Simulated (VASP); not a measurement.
# Pd (Fm-3m) in VASP: a series of runs, part 2 of 2

VASP 6.6.1. The steps go on from the part before.

## 3. Single point, PBE, collinear spin

File INCAR:

```
  PREC = Accurate
  ENCUT = 500
  EDIFF = 1E-6
  ISMEAR = 1
  SIGMA = 0.1
  LREAL = F
  LASPH = T
  NELM = 200
  ALGO = Normal
  ISIF = 2
  LWAVE = F
  LCHARG = F
  ISPIN = 2
  MAGMOM = 0.288
  LORBIT = 11
  LMAXMIX = 4
  GGA = PE
  NBANDS = 15
  GGA_COMPAT = F
```

File KPOINTS:

```
regular mesh
0
Gamma
  14 14 14
```

File POSCAR:

```
Pd
1.0
    0.0000000000      1.9737080107      1.9737080107
    1.9737080107      0.0000000000      1.9737080107
    1.9737080107      1.9737080107      0.0000000000
Pd
1
Direct
    0.0000000000      0.0000000000      0.0000000000
```

Potentials or basis: VASP PAW PBE potentials, release 64 (Pd).

The run is started by

```bash
> cat potpaw_PBE.64/Pd/POTCAR > POTCAR
> mpirun -np 1 vasp_std > vasp.out
```

OUTCAR:

```text
PREC = Accurate
   ENCUT = 500
   EDIFF = 1E-6
   ISMEAR = 1
   LREAL = F
   LASPH = T
   NELM = 200
   ISIF = 2
   ISPIN = 2
   LORBIT = 11
   GGA = PE

 ion  position               nearest neighbor table
   1  0.000  0.000  0.000-

  LATTYP: Found a face centered cubic cell.
 ALAT       =     3.9474160214

  Lattice vectors:

 A1 = (   0.0000000000,   1.9737080107,   1.9737080107)
 A2 = (   1.9737080107,   0.0000000000,   1.9737080107)
 A3 = (   1.9737080107,   1.9737080107,   0.0000000000)

Analysis of symmetry for initial positions (statically):
=====================================================================
 Subroutine PRICEL returns:
 Original cell was already a primitive cell.

 Routine SETGRP: Setting up the symmetry group for a
 face centered cubic supercell.

 Subroutine GETGRP returns: Found 48 space group operations
 (whereof 48 operations were pure point group operations)
 out of a pool of 48 trial point group operations.

The static configuration has the point symmetry O_h .

Analysis of symmetry for dynamics (positions and initial velocities):
=====================================================================
 Subroutine PRICEL returns:
 Original cell was already a primitive cell.

 Routine SETGRP: Setting up the symmetry group for a
 face centered cubic supercell.

 Subroutine GETGRP returns: Found 48 space group operations
 (whereof 48 operations were pure point group operations)
 out of a pool of 48 trial point group operations.

The dynamic configuration has the point symmetry O_h .

Analysis of structural, dynamic, and magnetic symmetry:
=====================================================================
 Subroutine PRICEL returns:
 Original cell was already a primitive cell.

 Routine SETGRP: Setting up the symmetry group for a
 face centered cubic supercell.

 Subroutine GETGRP returns: Found 48 space group operations
 (whereof 48 operations were pure point group operations)
 out of a pool of 48 trial point group operations.

The overall configuration has the point symmetry O_h .

 Subroutine INISYM returns: Found 48 space group operations
 (whereof 48 operations are pure point group operations),
 and found     1 'primitive' translations

----------------------------------------------------------------------------------------

                                     Primitive cell

  volume of cell :      15.3773

  direct lattice vectors                    reciprocal lattice vectors
     0.000000000  1.973708011  1.973708011    -0.253330278  0.253330278  0.253330278
     1.973708011  0.000000000  1.973708011     0.253330278 -0.253330278  0.253330278
     1.973708011  1.973708011  0.000000000     0.253330278  0.253330278 -0.253330278

  length of vectors
     2.791244637  2.791244637  2.791244637     0.438780913  0.438780913  0.438780913

  position of ions in fractional coordinates (direct lattice)
     0.000000000  0.000000000  0.000000000

  ion indices of the primitive-cell ions
   primitive index   ion index
                 1           1

----------------------------------------------------------------------------------------

 KPOINTS: regular mesh

Automatic generation of k-mesh.
 Grid dimensions read from file:
 generate k-points for:   14   14   14

 Generating k-lattice:
[... 71 lines left out ...]
   TEBEG  =    0.0;   TEEND  =   0.0 temperature during run
   PSTRESS=    0.0 pullay stress
   NELECT =      10.0000    total number of electrons
   NUPDOWN=      -1.0000    fix difference up-down
   EMIN   =  10.00;   EMAX   =-10.00  energy-range for DOS
   EFERMI =   0.00;   METHOD = LEGACY
   ISMEAR =     1;   SIGMA  =   0.10  broadening in eV -4-tet -1-fermi 0-gaus
   EFERMI_NEDOS =   21; number of points for ismear=-14 and -15
   IALGO  =     38    algorithm
   IMIX   =      4    mixing-type and parameters
     AMIX     =   0.40;   BMIX     =  1.00
     AMIX_MAG =   1.60;   BMIX_MAG =  1.00
  volume/ion in A,a.u.               =      15.38       103.77
  Fermi-wavevector in a.u.,A,eV,Ry     =   1.418345  2.680284 27.370881  2.011703
  Thomas-Fermi vector in A             =   2.539480
   LORBIT       =     11    0 simple, 1 ext, 2 COOP (PROOUT), +10 PAW based schemes
   GGA     = PE    functional components
   LHFCALC =     F    Hartree Fock is set to
   AEXX    =    0.0000 exact exchange contribution
   IVDW    =     0    specifies the selected vdW correction
   LEPSILON=     F    determine dielectric tensor
   LRPA    =     F    only Hartree local field effects (RPA)
 spin polarized calculation
 Methfessel and Paxton  Order N= 1 SIGMA  =   0.10
  energy-cutoff  :      500.00
  volume of cell :       15.38
 maximum number of plane-waves:       399
   NGX = 11   NGY = 11   NGZ = 11

 number of electron      10.0000000 magnetization       0.2880000

 number of electron       9.9999995 magnetization       0.4700966

 Free energy of the ion-electron system (eV)
  ---------------------------------------------------
  ext. energy  EPLUGINS =         0.00000000
  ---------------------------------------------------
  free energy    TOTEN  =        -5.21390255 eV

  energy without entropy =       -5.21381282  energy(sigma->0) =       -5.21387264

 E-fermi :   9.1430     XC(G=0): -12.9265

 val. band max:        9.1390861012   @ k =  -0.3571   0.2857   0.1429
 cond. band min:       9.1438845387   @ k =   0.5000   0.2143   0.0714
 fundamental gap:      0.0047984375
 Fermi energy:         9.1429733175

 spin component 1

 k-point     1 :       0.0000    0.0000    0.0000
  band No.  band energies     occupation
      1       2.2531      1.00000
      2       6.2585      1.00000
      3       6.2585      1.00000
      4       6.2585      1.00000
      5       7.7929      1.00000
      6       7.7929      1.00000
      7      26.2509      0.00000
      8      30.7886      0.00000
      9      30.7886      0.00000
     10      30.7886      0.00000
     11      35.1686      0.00000
     12      36.0609      0.00000
     13      38.8214      0.00000
     14      38.8214      0.00000
[... 403 lines left out ...]
      4       6.9431      1.00000
      5       7.9441      1.00000
      6       8.3122      1.00000
      7      24.0598      0.00000
      8      27.4808      0.00000
      9      28.3971      0.00000
     10      30.3622      0.00000
     11      34.4815      0.00000
     12      35.5097      0.00000
     13      36.7839      0.00000
     14      37.0965      0.00000
     15      40.2203      0.00000

 [... further k-points ...]

 spin component 2

 k-point     1 :       0.0000    0.0000    0.0000
  band No.  band energies     occupation
      1       2.2954      1.00000
      2       6.6255      1.00000
      3       6.6255      1.00000
      4       6.6255      1.00000
      5       8.0904      1.00000
      6       8.0904      1.00000
      7      26.2733      0.00000
      8      30.8089      0.00000
      9      30.8089      0.00000
     10      30.8089      0.00000
     11      35.5959      0.00000
     12      36.2024      0.00000
     13      38.9170      0.00000
     14      38.9170      0.00000
[... 403 lines left out ...]
      4       7.2958      1.00000
      5       8.2543      1.00000
      6       8.6397      1.00000
      7      24.1548      0.00000
      8      27.5225      0.00000
      9      28.4829      0.00000
     10      30.4318      0.00000
     11      34.6613      0.00000
     12      36.0428      0.00000
     13      36.8460      0.00000
     14      37.1745      0.00000
     15      40.3236      0.00000

 [... further k-points ...]

------------------------ aborting loop because EDIFF is reached ----------------------------------------

  FORCE on cell =-STRESS in cart. coord.  units (eV):
  Direction    XX          YY          ZZ          XY          YZ          ZX
  --------------------------------------------------------------------------------------
  -------------------------------------------------------------------------------------
  Total       -0.0193892     -0.0193892     -0.0193892      0.0000000     -0.0000000     -0.0000000
  in kB       -2.0201918     -2.0201918     -2.0201918      0.0000000     -0.0000000     -0.0000000
  external PRESSURE =      -2.0201918 kB  Pullay stress =       0.0000000 kB

 VOLUME and BASIS-vectors are now :
 -----------------------------------------------------------------------------
  energy-cutoff  :      500.00
  volume of cell :       15.38
      direct lattice vectors                 reciprocal lattice vectors
     0.000000000  1.973708011  1.973708011    -0.253330278  0.253330278  0.253330278
     1.973708011  0.000000000  1.973708011     0.253330278 -0.253330278  0.253330278
     1.973708011  1.973708011  0.000000000     0.253330278  0.253330278 -0.253330278

 POSITION                                       TOTAL-FORCE (eV/Angst)
 -----------------------------------------------------------------------------------
      0.00000      0.00000      0.00000         0.000000      0.000000      0.000000
 -----------------------------------------------------------------------------------
    total drift:                               -0.000000     -0.000000     -0.000000

  FREE ENERGIE OF THE ION-ELECTRON SYSTEM (eV)
  ---------------------------------------------------
  free  energy   TOTEN  =        -5.2139025526 eV

  energy  without entropy=       -5.2138128218  energy(sigma->0) =       -5.21387264

 total charge

# of ion       s       p       d       tot
------------------------------------------
    1        0.471   0.436   8.449   9.356

 magnetization (x)

# of ion       s       p       d       tot
------------------------------------------
    1        0.002  -0.005   0.473   0.470
```

OSZICAR:

```text
N       E                     dE             d eps       ncg     rms          rms(c)
DAV:   1     0.455718327814E+02    0.45572E+02   -0.43686E+03  6288   0.565E+02
DAV:   2    -0.469126291118E+01   -0.50263E+02   -0.48016E+02  7878   0.156E+02
DAV:   3    -0.548018172803E+01   -0.78892E+00   -0.78284E+00  8354   0.194E+01
DAV:   4    -0.548263162162E+01   -0.24499E-02   -0.24497E-02  7280   0.114E+00
DAV:   5    -0.548264922214E+01   -0.17601E-04   -0.17601E-04  8399   0.868E-02    0.693E+00
DAV:   6    -0.522129607916E+01    0.26135E+00   -0.10332E+00  8907   0.639E+00    0.342E+00
DAV:   7    -0.521533846019E+01    0.59576E-02   -0.54272E-03  7985   0.515E-01    0.194E+00
DAV:   8    -0.521386272003E+01    0.14757E-02   -0.64375E-03  8298   0.394E-01    0.390E-01
DAV:   9    -0.521389699663E+01   -0.34277E-04   -0.70664E-05  7748   0.626E-02    0.559E-02
DAV:  10    -0.521390355133E+01   -0.65547E-05   -0.13477E-05  8363   0.219E-02    0.260E-02
DAV:  11    -0.521390255258E+01    0.99875E-06   -0.52898E-06  7415   0.114E-02
   1 F= -.52139026E+01 E0= -.52138726E+01  d E =-.897308E-04  mag=     0.4710
```

It took 26 s on 1 thread of AMD EPYC 7R13 (Zen 3), shared host; peak memory 0.12 GiB.

What came out:

```
Free energy                                           : -5.2139 eV
Pressure                                              : -0.2 GPa
Net moment                                            : 0.47 μB per cell
Site moments                                          : Pd +0.47 μB
Valence electrons inside the program's atomic spheres : Pd 9.36
```

Levels at points of the mesh, in eV from the Fermi level:
Spin up:
```
           k point  band 1  band 2  band 3  band 4  band 5  band 6  band 7  band 8  band 9  band 10
(0.00, 0.00, 0.00)   -6.89   -2.88   -2.88   -2.88   -1.35   -1.35   17.11   21.65   21.65    21.65
(0.50, 0.00, 0.00)   -5.15   -2.90   -2.90   -0.27   -0.27    1.05    6.83   16.46   20.60    20.60
(0.50, 0.50, 0.00)   -5.19   -4.98   -0.26    0.00    0.00    3.29   10.21   12.91   12.91    20.87
```
Spin down:
```csv
k point,band 2,band 3,band 4,band 5,band 6,band 7,band 8,band 9
"(0.00, 0.00, 0.00)",-2.52,-2.52,-2.52,-1.05,-1.05,17.13,21.67,21.67
"(0.50, 0.00, 0.00)",-2.59,-2.59,0.11,0.11,1.07,7.07,16.46,20.70
"(0.50, 0.50, 0.00)",-4.67,0.05,0.43,0.43,3.33,10.38,12.96,12.96
```

## 4. Single point, PBE, collinear spin

File INCAR:

```
SYSTEM = Pd
ALGO = Normal
EDIFF = 1E-6
ENCUT = 500
GGA = PE
GGA_COMPAT = .FALSE.
ISIF = 2
ISMEAR = 1
ISPIN = 2
LASPH = .TRUE.
LCHARG = .FALSE.
LMAXMIX = 4
LORBIT = 11
LREAL = .FALSE.
LWAVE = .FALSE.
MAGMOM = 0.288
NBANDS = 15
NELM = 200
PREC = Accurate
SIGMA = 0.3
```

File KPOINTS:

```
k-points
0
G
  14 14 14
  0 0 0
```

POSCAR is that of step 3.

Potentials or basis: VASP PAW PBE potentials, release 64 (Pd).

The run is started by

```bash
> cat potpaw_PBE.64/Pd/POTCAR > POTCAR
> mpirun -np 1 vasp_std > vasp.out
```

OUTCAR:

```text
SYSTEM = Pd
   EDIFF = 1E-6
   ENCUT = 500
   GGA = PE
   ISIF = 2
   ISMEAR = 1
   ISPIN = 2
   LASPH = .TRUE.
   LORBIT = 11
   LREAL = .FALSE.
   NELM = 200
   PREC = Accurate

 ion  position               nearest neighbor table
   1  0.000  0.000  0.000-

  LATTYP: Found a face centered cubic cell.
 ALAT       =     3.9474160214

[... 1074 lines left out ...]

  FORCE on cell =-STRESS in cart. coord.  units (eV):
  Direction    XX          YY          ZZ          XY          YZ          ZX
  --------------------------------------------------------------------------------------
  -------------------------------------------------------------------------------------
  Total       -0.0393387     -0.0393387     -0.0393387     -0.0000000      0.0000000      0.0000000
  in kB       -4.0987529     -4.0987529     -4.0987529     -0.0000000      0.0000000      0.0000000
  external PRESSURE =      -4.0987529 kB  Pullay stress =       0.0000000 kB

 VOLUME and BASIS-vectors are now :
 -----------------------------------------------------------------------------
  energy-cutoff  :      500.00
  volume of cell :       15.38
      direct lattice vectors                 reciprocal lattice vectors
     0.000000000  1.973708011  1.973708011    -0.253330278  0.253330278  0.253330278
     1.973708011  0.000000000  1.973708011     0.253330278 -0.253330278  0.253330278
     1.973708011  1.973708011  0.000000000     0.253330278  0.253330278 -0.253330278

 POSITION                                       TOTAL-FORCE (eV/Angst)
 -----------------------------------------------------------------------------------
      0.00000      0.00000      0.00000         0.000000      0.000000     -0.000000
 -----------------------------------------------------------------------------------
    total drift:                               -0.000000     -0.000000     -0.000000

  FREE ENERGIE OF THE ION-ELECTRON SYSTEM (eV)
  ---------------------------------------------------
  free  energy   TOTEN  =        -5.2165575763 eV

  energy  without entropy=       -5.2028144688  energy(sigma->0) =       -5.21197654

 total charge

# of ion       s       p       d       tot
------------------------------------------
    1        0.470   0.435   8.452   9.357

 magnetization (x)

# of ion       s       p       d       tot
------------------------------------------
    1       -0.000  -0.005   0.311   0.307
```

Wall time 34 s (1 thread of AMD EPYC 7R13 (Zen 3), shared host); peak memory 0.12 GiB.

Results:

```
Free energy                                           : -5.2166 eV
Pressure                                              : -0.4 GPa
Net moment                                            : 0.31 μB per cell
Site moments                                          : Pd +0.31 μB
Valence electrons inside the program's atomic spheres : Pd 9.36
```

Caveat: so wide a smearing shifts energies and pressures.

## 5. Summary

| smearing | gap on the mesh (eV) | pressure (GPa) | moment (μB) |
| --- | --- | --- | --- |
| methfessel-paxton 0.01 eV | none | -0.3 | 0.45 |
| methfessel-paxton 0.1 eV | none | -0.2 | 0.47 |
| methfessel-paxton 0.3 eV | none | -0.4 | 0.31 |

Alike in all rows: task single point; level PBE; potentials or basis VASP PAW PBE potentials, release 64 (Pd); spin collinear; cell as given; k mesh 14 × 14 × 14; cutoff (eV) 500.

Caveats: so wide a smearing shifts energies and pressures (at least some runs).

Total energies depend on the potentials used, so only differences within one code and one set of settings carry meaning.
